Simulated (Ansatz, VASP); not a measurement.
# WSe2 in VASP and in Ansatz

Contents of INCAR:

```
SYSTEM = WSe2
PREC     = Accurate       ! precision mode
ENCUT    = 520            ! plane-wave cutoff, eV
EDIFF    = 1E-6           ! SCF threshold, eV
ISMEAR   = 0              ! smearing method
SIGMA    = 0.05           ! smearing width, eV
LREAL    = .False.        ! projectors in reciprocal space
LASPH    = .True.         ! aspherical terms in the spheres
NELM     = 80             ! most SCF steps
ALGO     = Normal         ! electronic algorithm
ISIF     = 2              ! what is computed and relaxed
LWAVE    = .False.        ! write WAVECAR
LCHARG   = .False.        ! write CHGCAR
GGA      = PS             ! functional
IVDW     = 12             ! dispersion correction
NBANDS   = 35             ! bands
```

Contents of KPOINTS:

```
Automatic mesh
0
Gamma
  12 12 4
  0 0 0
```

File POSCAR:

```
WSe2
1.0
    2.9074102037      0.0000000000      0.0000000000
   -1.4537051018      2.7976567729      0.0000000000
    0.0000000000      0.0000000000     12.4145017028
W Se
2 4
Direct
    0.3333333333      0.6666666667      0.2500000000
    0.6666666667      0.3333333333      0.7500000000
    0.3333333333      0.6666666667      0.6145805872
    0.6666666667      0.3333333333      0.1145805872
    0.3333333333      0.6666666667      0.8854194128
    0.6666666667      0.3333333333      0.3854194128
```

Input for Ansatz:

```yaml
crystal:
  lattice:
    - [2.9074102037, 0.0, 0.0]
    - [-1.4537051018, 2.7976567729, 0.0]
    - [0.0, 0.0, 12.4145017028]
  atoms:
    - { symbol: W, position: [0.3333333333, 0.6666666667, 0.25] }
    - { symbol: W, position: [0.6666666667, 0.3333333333, 0.75] }
    - { symbol: Se, position: [0.3333333333, 0.6666666667, 0.6145805872] }
    - { symbol: Se, position: [0.6666666667, 0.3333333333, 0.1145805872] }
    - { symbol: Se, position: [0.3333333333, 0.6666666667, 0.8854194128] }
    - { symbol: Se, position: [0.6666666667, 0.3333333333, 0.3854194128] }
basis:
  ecutwfc: 420
kpoints:
  mp_grid: { grid: [12, 12, 4] }
hamiltonian:
  xc: pbesol
  dispersion: d3bj
scf:
  occupations: { method: gaussian, width: 0.05 }
output:
  forces: true
  stress: true
  eigenvalues: true
```

Change from the starting cell: strain -0.1000 x Voigt [1, 0, 0, 0, 0, 0], atoms carried along.

Alike in both runs: task single point; functional PBEsol; dispersion D3(BJ); k mesh 12 × 12 × 4; occupations gaussian, width 0.05 eV; no spin polarisation.

|  | VASP | Ansatz |
| --- | --- | --- |
| version | VASP 6.6.1 | Ansatz 0.2.0 |
| potentials or method | VASP PAW PBE potentials, release 64 (W_sv, Se), cutoff 520 eV | scalar-relativistic, plane waves, PAW |
| valence electrons in the cell | 52 | 92 |

```csv
,VASP,Ansatz,Ansatz less VASP
gap on the k mesh at the Fermi level (eV),0.11,0.11,0.000
least direct gap on the mesh (eV),1.40,1.40,+0.003
pressure (GPa),22.5,21.6,-0.84
"traceless stress, the component that is largest in VASP (GPa)",20.36,20.37,+0.005
rms of the force components (eV/Å),0.816,0.775,-0.0406
```

VASP's potentials were made for PBE, not for PBEsol. Atom by atom the forces differ by 0.044 eV/Å (rms over components). VASP's potentials hold 52 valence electrons a cell and Ansatz's 92, so a difference there can come from the potentials and not from the codes.

Spin-orbit coupling is off throughout.
